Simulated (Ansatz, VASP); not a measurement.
**InP in VASP and in Ansatz**

```
In P
1.0
     0.00000    2.76883    2.76883
     2.76883    0.00000    2.76883
     2.76883    2.76883    0.00000
In P
1 1
Direct
  0.00000 0.00000 0.00000
  0.50000 0.50000 0.50000
```

Alike in both runs: task single point; functional PBE; k mesh 8 × 8 × 8; occupations gaussian, width 0.014 eV; no spin polarisation.

|  | VASP | Ansatz |
| --- | --- | --- |
| version | VASP 6.6.1 | Ansatz 0.2.0 |
| potentials or method | VASP PAW PBE potentials, release 64 (In_d, P) | Ansatz PAW |
| plane-wave cutoff (eV) | 500 | 420 |
| valence electrons in the cell | 18 | 18 |

|  | VASP | Ansatz | Ansatz less VASP |
| --- | --- | --- | --- |
| gap on the k mesh at the Fermi level (eV) | none | none | - |
| pressure (GPa) | -0.1 | -0.1 | +0.04 |

A gap of «none» marks a metal or a gap that the smearing closes.
